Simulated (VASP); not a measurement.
# SnSe2 (P1) in VASP: settings compared

The runs below take SnSe2 through single point, with PBE, r2SCAN.

Program: VASP 6.6.1. These are calculated values, not measurements. Logs are shortened: lines on timing, memory, paths and dates and some standing lists are left out, and cuts for length are marked.

### 1 The cell of the first run

The typed cell holds 12 atoms: a = 7.650 Å, b = 7.650 Å, c = 6.227 Å, α = 90.00°, β = 90.00°, γ = 120.00°.

### 2 Single point, PBE

Contents of INCAR:

```
ALGO = Normal ; EDIFF = 1E-6
ENCUT = 520 ; GGA = PE
ISIF = 2 ; ISMEAR = -1
LASPH = T ; LCHARG = T
LELF = T ; LREAL = F
LVHAR = T ; LWAVE = F
NBANDS = 64 ; NELM = 80
PREC = Accurate ; SIGMA = 0.039
```

Contents of KPOINTS:

```
k-points
0
Gamma
  3 3 2
```

Contents of POSCAR:

```
SnSe2
1.0
    7.6502986386      0.0000000000      0.0000000000
   -3.8251493193      6.6253529676      0.0000000000
    0.0000000000      0.0000000000      6.2270792392
Sn Se
4 8
Direct
   -0.0066806528     -0.0049153608      0.0086117420
   -0.0114347046      0.4902778789      0.0079923505
    0.5030588891     -0.0075950670     -0.0188475199
    0.4960733500      0.4904499452     -0.0024640766
    0.1736410224      0.3607745899      0.2723251038
    0.3067076187      0.1473861098      0.7307009956
    0.1748253571      0.8497195587      0.2570556658
    0.3485857360      0.6591109970      0.7309070312
    0.6662701022      0.3224400285      0.2556092413
    0.8515579992      0.1670664198      0.7321226894
    0.6596740788      0.8189862527      0.2368707613
    0.8355083893      0.6806159645      0.7561451877
```

Potentials or basis: VASP PAW PBE potentials, release 64 (Sn_d, Se).

On the command line:

```sh
cat potpaw_PBE.64/Sn_d/POTCAR potpaw_PBE.64/Se/POTCAR > POTCAR
mpirun -np 1 vasp_std > vasp.out
```

OUTCAR:

```text
EDIFF = 1E-6
   ENCUT = 520
   GGA = PE
   ISIF = 2
   ISMEAR = -1
   LASPH = T
   LREAL = F
   NELM = 80
   PREC = Accurate

 ion  position               nearest neighbor table
   1  0.993  0.995  0.009-  12 2.61  11 2.63   7 2.67  10 2.70   6 2.70   5 2.93   3 3.74
   2  0.989  0.490  0.008-   9 2.63   5 2.66  10 2.75  12 2.77   7 2.84   8 2.95
   3  0.503  0.992  0.981-   8 2.70  11 2.71   9 2.78   7 2.78  10 2.78   6 2.81   1 3.74
   4  0.496  0.490  0.998-  11 2.64   8 2.67  12 2.71   5 2.75   9 2.76   6 2.82
   5  0.174  0.361  0.272-   2 2.66   4 2.75   1 2.93
   6  0.307  0.147  0.731-   1 2.70   3 2.81   4 2.82
   7  0.175  0.850  0.257-   1 2.67   3 2.78   2 2.84
   8  0.349  0.659  0.731-   4 2.67   3 2.70   2 2.95
   9  0.666  0.322  0.256-   2 2.63   4 2.76   3 2.78
  10  0.852  0.167  0.732-   1 2.70   2 2.75   3 2.78
  11  0.660  0.819  0.237-   1 2.63   4 2.64   3 2.71
  12  0.836  0.681  0.756-   1 2.61   4 2.71   2 2.77

  LATTYP: Found a hexagonal cell.
 ALAT       =     7.6502986386
 C/A-ratio  =     0.8139655108

  Lattice vectors:

 A1 = (   7.6502986386,   0.0000000000,   0.0000000000)
 A2 = (  -3.8251493193,   6.6253529676,   0.0000000000)
 A3 = (   0.0000000000,   0.0000000000,   6.2270792392)

Analysis of symmetry for initial positions (statically):
=====================================================================
 Subroutine PRICEL returns:
 Original cell was already a primitive cell.

 Routine SETGRP: Setting up the symmetry group for a
 hexagonal supercell.

 Subroutine GETGRP returns: Found  1 space group operations
 (whereof  1 operations were pure point group operations)
 out of a pool of 24 trial point group operations.

The static configuration has the point symmetry C_1 .

Analysis of symmetry for dynamics (positions and initial velocities):
=====================================================================
 Subroutine PRICEL returns:
 Original cell was already a primitive cell.

 Routine SETGRP: Setting up the symmetry group for a
 hexagonal supercell.

 Subroutine GETGRP returns: Found  1 space group operations
 (whereof  1 operations were pure point group operations)
 out of a pool of 24 trial point group operations.

The dynamic configuration has the point symmetry C_1 .

 Subroutine INISYM returns: Found  1 space group operations
 (whereof  1 operations are pure point group operations),
 and found     1 'primitive' translations

----------------------------------------------------------------------------------------

                                     Primitive cell

  volume of cell :     315.6253

  direct lattice vectors                    reciprocal lattice vectors
     7.650298639  0.000000000  0.000000000     0.130713851  0.075467677  0.000000000
    -3.825149319  6.625352968  0.000000000     0.000000000  0.150935355  0.000000000
     0.000000000  0.000000000  6.227079239     0.000000000  0.000000000  0.160588931

  length of vectors
     7.650298639  7.650298639  6.227079239     0.150935355  0.150935355  0.160588931

  position of ions in fractional coordinates (direct lattice)
     0.993319347  0.995084639  0.008611742
     0.988565295  0.490277879  0.007992350
     0.503058889  0.992404933  0.981152480
     0.496073350  0.490449945  0.997535923
     0.173641022  0.360774590  0.272325104
     0.306707619  0.147386110  0.730700996
     0.174825357  0.849719559  0.257055666
     0.348585736  0.659110997  0.730907031
     0.666270102  0.322440028  0.255609241
     0.851557999  0.167066420  0.732122689
     0.659674079  0.818986253  0.236870761
     0.835508389  0.680615964  0.756145188

  ion indices of the primitive-cell ions
   primitive index   ion index
                 1           1
                 2           2
                 3           3
                 4           4
                 5           5
                 6           6
                 7           7
                 8           8
                 9           9
                10          10
                11          11
                12          12

----------------------------------------------------------------------------------------

 KPOINTS: k-points

Automatic generation of k-mesh.
 Grid dimensions read from file:
 generate k-points for:    3    3    2

 Generating k-lattice:

  Cartesian coordinates                     Fractional coordinates (reciprocal lattice)
     0.043571284  0.025155892  0.000000000     0.333333333  0.000000000  0.000000000
     0.000000000  0.050311785  0.000000000     0.000000000  0.333333333  0.000000000
     0.000000000  0.000000000  0.080294466     0.000000000  0.000000000  0.500000000

  Length of vectors
     0.050311785  0.050311785  0.080294466

  Shift w.r.t. Gamma in fractional coordinates (k-lattice)
     0.000000000  0.000000000  0.000000000

 Subroutine IBZKPT returns following result:
 ===========================================

 Found     10 irreducible k-points:

[... 104 lines left out ...]
      6     -17.2627      2.00000
[... 56 lines left out ...]
     63       9.1461      0.00000
     64       9.3101      0.00000

 k-point     3 :       0.0000    0.3333    0.0000
  band No.  band energies     occupation
      1     -17.3132      2.00000
      2     -17.3095      2.00000
      3     -17.3022      2.00000
      4     -17.2821      2.00000
      5     -17.2665      2.00000
      6     -17.2625      2.00000
[... 56 lines left out ...]
     63       9.1549      0.00000
     64       9.3008      0.00000

 k-point     4 :      -0.3333    0.3333    0.0000
  band No.  band energies     occupation
      1     -17.3126      2.00000
      2     -17.3095      2.00000
      3     -17.3031      2.00000
      4     -17.2810      2.00000
      5     -17.2652      2.00000
      6     -17.2642      2.00000
[... 56 lines left out ...]
     63       9.2108      0.00000
     64       9.3076      0.00000

 k-point     5 :       0.3333    0.3333    0.0000
  band No.  band energies     occupation
      1     -17.3057      2.00000
      2     -17.2993      2.00000
      3     -17.2898      2.00000
      4     -17.2847      2.00000
      5     -17.2813      2.00000
      6     -17.2625      2.00000
[... 56 lines left out ...]
     63       9.2750      0.00000
     64       9.5160      0.00000

 k-point     6 :       0.0000    0.0000    0.5000
  band No.  band energies     occupation
      1     -17.3233      2.00000
      2     -17.3223      2.00000
      3     -17.3163      2.00000
      4     -17.2740      2.00000
      5     -17.2718      2.00000
      6     -17.2582      2.00000
[... 56 lines left out ...]
     63       8.5559      0.00000
     64       8.6578      0.00000

 k-point     7 :       0.3333    0.0000    0.5000
  band No.  band energies     occupation
      1     -17.3126      2.00000
      2     -17.3084      2.00000
      3     -17.3056      2.00000
      4     -17.2798      2.00000
      5     -17.2686      2.00000
      6     -17.2627      2.00000
[... 56 lines left out ...]
     63       9.0792      0.00000
     64       9.2133      0.00000

 k-point     8 :       0.0000    0.3333    0.5000
  band No.  band energies     occupation
      1     -17.3134      2.00000
      2     -17.3097      2.00000
      3     -17.3024      2.00000
      4     -17.2822      2.00000
      5     -17.2666      2.00000
      6     -17.2625      2.00000
[... 56 lines left out ...]
     63       9.0404      0.00000
     64       9.1504      0.00000

 k-point     9 :      -0.3333    0.3333    0.5000
  band No.  band energies     occupation
      1     -17.3127      2.00000
      2     -17.3097      2.00000
      3     -17.3033      2.00000
      4     -17.2811      2.00000
      5     -17.2652      2.00000
      6     -17.2643      2.00000
[... 56 lines left out ...]
     63       9.0551      0.00000
     64       9.1606      0.00000

 k-point    10 :       0.3333    0.3333    0.5000
  band No.  band energies     occupation
      1     -17.3058      2.00000
      2     -17.2994      2.00000
      3     -17.2899      2.00000
      4     -17.2848      2.00000
      5     -17.2814      2.00000
      6     -17.2626      2.00000
[... 56 lines left out ...]
     63       9.3360      0.00000
     64       9.4925      0.00000

------------------------ aborting loop because EDIFF is reached ----------------------------------------

  FORCE on cell =-STRESS in cart. coord.  units (eV):
  Direction    XX          YY          ZZ          XY          YZ          ZX
  --------------------------------------------------------------------------------------
  -------------------------------------------------------------------------------------
  Total        5.4497199      5.1592072      3.0035412      0.3027214     -0.6419729      0.1908063
  in kB       27.6638717     26.1891709     15.2465777      1.5366746     -3.2587835      0.9685712
  external PRESSURE =      23.0332068 kB  Pullay stress =       0.0000000 kB

 VOLUME and BASIS-vectors are now :
 -----------------------------------------------------------------------------
  energy-cutoff  :      520.00
  volume of cell :      315.63
      direct lattice vectors                 reciprocal lattice vectors
     7.650298639  0.000000000  0.000000000     0.130713851  0.075467677  0.000000000
    -3.825149319  6.625352968  0.000000000     0.000000000  0.150935355  0.000000000
     0.000000000  0.000000000  6.227079239     0.000000000  0.000000000  0.160588931

 POSITION                                       TOTAL-FORCE (eV/Angst)
 -----------------------------------------------------------------------------------
      3.79284      6.59279      0.05363         0.359783      0.720447      0.321383
      5.68743      3.24826      0.04977         0.512253      0.733232     -0.531558
      0.05245      6.57503      6.10971        -0.410318     -0.062964     -0.309947
      1.91907      3.24940      6.21174        -0.207616     -0.491997     -0.352250
     -0.05161      2.39026      1.69579         0.190745     -0.626667     -0.393500
      1.78263      0.97648      4.55013         0.615930      0.443309      0.407413
     -1.91284      5.62969      1.60071         0.230897     -0.332338     -0.128186
      0.14559      4.36684      4.55142        -0.656680      0.080990      0.238395
      3.86378      2.13628      1.59170        -0.282433     -0.196720     -0.041652
      5.87562      1.10687      4.55899        -0.581042      0.217156      0.332131
      1.91396      5.42607      1.47501        -0.186338      0.444436      1.074596
      3.78843      4.50932      4.70858         0.414821     -0.928884     -0.616823
 -----------------------------------------------------------------------------------
    total drift:                               -0.000300      0.000160     -0.001288

  FREE ENERGIE OF THE ION-ELECTRON SYSTEM (eV)
  ---------------------------------------------------
  free  energy   TOTEN  =       -46.8059172991 eV

  energy  without entropy=      -46.8050928307  energy(sigma->0) =      -46.80550506
```

Wall time 8.1 min (1 thread of Intel Xeon 8259CL, shared host); peak memory 0.48 GiB.

What came out:

| Quantity | Value |
| --- | --- |
| Free energy | -46.8059 eV |
| Pressure | 2.3 GPa |
| Largest force | 1.190 eV/Å |
| Band gap on the k mesh | 0.38 eV, indirect (least direct gap 0.47 eV) |

Forces on the atoms (eV/Å):
```
Sn   0.360  0.720  0.321
Sn   0.512  0.733 -0.532
Sn  -0.410 -0.063 -0.310
Sn  -0.208 -0.492 -0.352
Se   0.191 -0.627 -0.394
Se   0.616  0.443  0.407
Se   0.231 -0.332 -0.128
Se  -0.657  0.081  0.238
Se  -0.282 -0.197 -0.042
Se  -0.581  0.217  0.332
Se  -0.186  0.444  1.075
Se   0.415 -0.929 -0.617
```

Stress tensor (GPa, compression positive):
```
 2.77  0.15  0.10
 0.15  2.62 -0.33
 0.10 -0.33  1.52
```

Caveat: the k points lie up to 0.50 Å⁻¹ apart; spin-orbit coupling is left out, which moves the levels of the heavy elements; forces of over 1 eV/Å act on the atoms, so gaps and moduli don't describe the material at rest. A k mesh can miss the band edges.

### 3 Single point, PBE

Contents of INCAR:

```
SYSTEM = SnSe2
  PREC = Accurate
  ENCUT = 520
  EDIFF = 1E-7
  ISMEAR = -1
  SIGMA = 0.039
  LREAL = .FALSE.
  LASPH = .TRUE.
  NELM = 80
  ALGO = Normal
  ISIF = 2
  LWAVE = .FALSE.
  LCHARG = .FALSE.
  GGA = PE
  NBANDS = 64
```

Contents of KPOINTS:

```
regular mesh
0
G
  3 3 2
  0 0 0
```

Contents of POSCAR:

```
SnSe2
1.0
    7.6502986386      0.0000000000      0.0000000000
   -3.8251493193      6.6253529676      0.0000000000
    0.0000000000      0.0000000000      6.2270792392
Sn Se
4 8
Direct
   -0.0075934548     -0.0083725351      0.0248689625
   -0.0154314127      0.4906817819      0.0127422499
    0.5032519636     -0.0136557253     -0.0361906427
    0.4808066919      0.4717943354     -0.0104771431
    0.1799791226      0.3647745278      0.2844935694
    0.3160783332      0.1501838475      0.7329635331
    0.1870569799      0.8516456448      0.2484161419
    0.3530978061      0.6536993608      0.7300342304
    0.6642387311      0.3244311677      0.2431603874
    0.8568261373      0.1766275707      0.7305749333
    0.6551189661      0.8180038145      0.2578330768
    0.8361220055      0.6801951567      0.7411354220
```

Potentials or basis: VASP PAW PBE potentials, release 64 (Sn_d, Se).

On the command line:

```sh
cat potpaw_PBE.64/Sn_d/POTCAR potpaw_PBE.64/Se/POTCAR > POTCAR
mpirun -np 1 vasp_std > vasp.out
```

It took 8.2 min on 1 thread of Intel Xeon 8259CL, shared host; peak memory 0.48 GiB.

Results (log left out):

- Free energy: -46.7216 eV
- Pressure: 1.6 GPa
- Largest force: 1.310 eV/Å
- Band gap on the k mesh: 0.33 eV, indirect (least direct gap 0.37 eV)

Forces in eV/Å, atoms in the order of the input:
```
Sn  -0.263  0.294 -0.266
Sn   0.655  0.762 -0.840
Sn   0.149  0.104  0.271
Sn   0.367  0.669  0.239
Se  -0.022 -0.729 -0.833
Se   0.116 -0.025  0.095
Se   0.162 -0.396  0.152
Se  -0.848  0.051 -0.055
Se  -0.410 -0.454  0.442
Se  -0.218 -0.056  0.561
Se   0.005  0.267 -0.224
Se   0.309 -0.489  0.459
```

Stress tensor (GPa, compression positive):
```
 2.45  0.17  0.13
 0.17  2.10 -0.49
 0.13 -0.49  0.28
```

Levels at points of the mesh, in eV from the valence-band top:
```csv
k point,band 48,band 49,band 50,band 51,band 52,band 53,band 54,band 55,band 56,band 57
"(0.00, 0.00, 0.00)",-0.39,-0.32,-0.32,-0.14,-0.06,0.68,0.91,1.05,1.18,3.08
"(0.00, 0.00, 0.50)",-0.74,-0.59,-0.52,-0.12,-0.05,0.33,0.42,0.57,2.30,2.91
```

Caveat: the k points lie up to 0.50 Å⁻¹ apart; spin-orbit coupling is left out, which moves the levels of the heavy elements; forces of over 1 eV/Å act on the atoms, so gaps and moduli don't describe the material at rest. A k mesh can miss the band edges.

### 4 Single point, r2SCAN

Contents of POSCAR:

```
SnSe2
1.0
    7.6502986386      0.0000000000      0.0000000000
   -3.8251493193      6.6253529676      0.0000000000
    0.0000000000      0.0000000000      6.2270792392
Sn Se
4 8
Direct
   -0.0069342342      0.0022148254     -0.0054945503
   -0.0076674297      0.4890851877     -0.0203246169
    0.5038812179      0.0124841651      0.0223038755
    0.5019569801      0.5078538482     -0.0003608433
    0.1835347056      0.3252851600      0.2469083724
    0.3169567981      0.1527859731      0.7375467412
    0.1776332403      0.8656972735      0.2560213125
    0.3335926783      0.6548632233      0.7645701648
    0.6852464162      0.3398096692      0.2373258703
    0.8541697079      0.1754392567      0.7359050405
    0.6573378665      0.8174130535      0.2984864860
    0.8047020415      0.6512119462      0.7290623462
```

Contents of INCAR.step1:

```
PREC = Accurate
ENCUT = 520
ISMEAR = -1
SIGMA = 0.086
LREAL = F
LASPH = T
NELM = 80
NBANDS = 64
GGA = PE
ALGO = Normal
EDIFF = 1E-4
LWAVE = T
LCHARG = F
```

Contents of INCAR.step2:

```
PREC = Accurate
ENCUT = 520
EDIFF = 1E-7
ISMEAR = -1
SIGMA = 0.086
LREAL = F
LASPH = T
NELM = 80
ALGO = Normal
ISIF = 2
LWAVE = F
LCHARG = F
METAGGA = R2SCAN
LMIXTAU = T
NBANDS = 64
ISTART = 1
```

Contents of KPOINTS:

```
regular mesh
0
Gamma
  3 3 2
```

On the command line:

```sh
cat potpaw_PBE.64/Sn_d/POTCAR potpaw_PBE.64/Se/POTCAR > POTCAR
cp INCAR.step1 INCAR
mpirun -np 1 vasp_std > vasp.out
cp INCAR.step2 INCAR
mpirun -np 1 vasp_std > vasp.out
```

Wall time 26 min (1 thread of Oxide Virtual Turin-like, shared host); peak memory 0.49 GiB.

The run converged. Its results:

```
Free energy            : -217.3657 eV
Pressure               : 1.3 GPa
Largest force          : 1.815 eV/Å
Band gap on the k mesh : 0.51 eV, indirect (least direct gap 0.67 eV)
```

Forces in eV/Å, atoms in the order of the input:
```
Sn   0.503 -0.405  0.363
Sn   0.442  1.044  0.572
Sn  -0.042 -0.996 -0.914
Sn   0.204 -0.616  0.415
Se  -0.933  0.227  0.238
Se   0.766  0.185  0.533
Se  -0.203 -1.137 -0.197
Se  -0.477  1.081 -0.743
Se  -0.122  0.430  0.985
Se  -0.780 -0.745 -0.078
Se  -0.017  0.525 -1.738
Se   0.659  0.407  0.565
```

Stress tensor (GPa, compression positive):
```
 1.58  0.04 -0.86
 0.04  2.01 -0.55
-0.86 -0.55  0.37
```

Levels at points of the mesh, in eV from the valence-band top:
```csv
k point,band 48,band 49,band 50,band 51,band 52,band 53,band 54,band 55,band 56,band 57
"(0.00, 0.00, 0.00)",-0.52,-0.37,-0.29,-0.26,-0.08,0.95,1.08,1.24,1.49,3.42
"(0.00, 0.00, 0.50)",-0.80,-0.74,-0.41,-0.26,-0.16,0.51,0.66,0.99,2.54,3.31
```

Caveat: the k points lie up to 0.50 Å⁻¹ apart; the PAW data sets were made with another functional, which shifts forces and pressure a little; spin-orbit coupling is left out, which moves the levels of the heavy elements.
